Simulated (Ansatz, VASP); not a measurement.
## NiO: VASP beside Ansatz

```
Ni O
1.0
     0.00000    2.13379   -2.13379
     0.00000    2.13379    2.13379
     4.26758    0.00000    0.00000
Ni O
2 2
Direct
  0.00000 0.00000 0.00000
  0.50000 0.50000 0.50000
  0.00000 0.00000 0.50000
  0.50000 0.50000 0.00000
```

Alike in both runs: task single point; functional PBE; k mesh 8 × 8 × 6; occupations gaussian, width 0.05 eV; collinear spin; Hubbard terms Ni d U = 6.2 eV.

```csv
,VASP,Ansatz
version,VASP 6.6.1,Ansatz 0.2.0
potentials or method,"VASP PAW PBE potentials, release 64 (Ni, O), cutoff 520 eV","scalar-relativistic, plane waves, PAW"
valence electrons in the cell,32,48
```

VASP gave:

```
gap on the k mesh at the Fermi level (eV)                     : 2.43
least direct gap on the mesh (eV)                             : 3.27
pressure (GPa)                                                : -8.0
net moment per atom (μB)                                      : 0.00
size of the moment on the site where the two differ most (μB) : 1.84
```

Question: What did Ansatz give for the same quantities?

Answer: gap on the k mesh at the Fermi level (eV): 2.00; least direct gap on the mesh (eV): 2.97; pressure (GPa): 0.2; net moment per atom (μB): 0.00; size of the moment on the site where the two differ most (μB): 1.74.

Site moments also hang on the region over which each program counts them. The programs project onto different local orbitals, so the same U acts differently, and such runs can settle in different states. VASP's potentials hold 32 valence electrons a cell and Ansatz's 48, so a difference there can come from the potentials and not from the codes. Ansatz's warnings: stability check not made.
